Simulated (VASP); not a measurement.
Input of a VASP 6.6.1 run:

The input INCAR:

```
PREC = Accurate
ENCUT = 520
EDIFF = 1E-7
ISMEAR = 0
SIGMA = 0.02
LREAL = Auto
LASPH = T
NELM = 100
ALGO = Normal
ISIF = 2
LWAVE = F
LCHARG = F
GGA = PS
NBANDS = 52
```

Contents of KPOINTS:

```
regular mesh
0
Gamma
  2 2 2
```

POSCAR

```
TiSi16
1.0
    0.0000000000      5.4300000000      5.4300000000
    5.4300000000      0.0000000000      5.4300000000
    5.4300000000      5.4300000000      0.0000000000
Si Ti
16 1
Direct
    0.0034781299      0.0035349713     -0.0001651312
    0.1273095545      0.1279055181      0.1220877644
    0.0030589382      0.0033060244      0.4925882048
    0.1244651783      0.1230522996      0.6257451690
    0.0009216427      0.4983142891     -0.0001056169
    0.1199866177      0.6308525129      0.1222932288
   -0.0138983824      0.5071935058      0.5025822003
    0.1203177981      0.6303117267      0.6258740135
    0.4978296074      0.0007864265      0.0001227621
    0.6306191352      0.1191908841      0.1229644050
    0.5077860970     -0.0161136430      0.5032334578
    0.6298645625      0.1197148380      0.6260331107
    0.5022076322      0.5020803877     -0.0096259275
    0.6271630472      0.6270802564      0.1224157626
    0.5023572016      0.5025093814      0.5040376713
    0.6228719882      0.6201572949      0.6282865795
    0.3740152517      0.3726872261      0.3760902458
```

Potentials or basis: VASP PAW PBE potentials, release 64 (Si, Ti_sv).

Command:

```console
$ cat potpaw_PBE.64/Si/POTCAR potpaw_PBE.64/Ti_sv/POTCAR > POTCAR
$ mpirun -np 1 vasp_std > vasp.out
```

Q: Estimate the band gap on the k mesh.

A: Zero (band 38 reaches 6.85 eV, above the bottom of band 39 at 6.47 eV).

Q: What does it give for the largest force?

A: 0.015 eV/Å.

Stress tensor (GPa, compression positive):
```
 2.02 -0.08 -0.02
-0.08  2.02 -0.02
-0.02 -0.02  2.16
```

Caveat: the k points lie up to 0.50 Å⁻¹ apart; the PAW data sets were made with another functional, which shifts forces and pressure a little.
